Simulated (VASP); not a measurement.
A run of VASP 6.6.1 is set up as follows.

INCAR

```
ALGO = Fast
EDIFF = 1E-7
ENCUT = 520
GGA = PS
ISIF = 2
ISMEAR = 0
LASPH = T
LCHARG = T
LELF = T
LREAL = F
LVHAR = T
LWAVE = F
NBANDS = 25
NELM = 60
PREC = Accurate
SIGMA = 0.1
```

File KPOINTS:

```
k-points
0
Gamma
  16 16 16
```

File POSCAR:

```
SiNi3
1.0
    3.3054896988      0.0000000000      0.0000000000
    0.0000000000      3.3054896988      0.0000000000
    0.0000000000      0.0000000000      3.3054896988
Si Ni
1 3
Direct
    0.0000000000      0.0000000000      0.0000000000
    0.0000000000      0.5000000000      0.5000000000
    0.5000000000      0.0000000000      0.5000000000
    0.5000000000      0.5000000000      0.0000000000
```

Potentials or basis: VASP PAW PBE potentials, release 64 (Si, Ni).

Run with:

```sh
$ cat potpaw_PBE.64/Si/POTCAR potpaw_PBE.64/Ni/POTCAR > POTCAR
$ mpirun -np 1 vasp_std > vasp.out
```

Problem. What does it give for the pressure?

Solution. 46.0 GPa.

Problem. What does it give for the band gap on the k mesh?

Solution. Zero (band 17 reaches 13.45 eV, above the bottom of band 18 at 13.15 eV).

Caveat: the cell differs from its parent crystal (equal strain along all axes, cell held: -4.5 %); the PAW data sets were made with another functional, which shifts forces and pressure a little. Spin polarisation is off, so any magnetic state and its effect on volume and gap are missing.
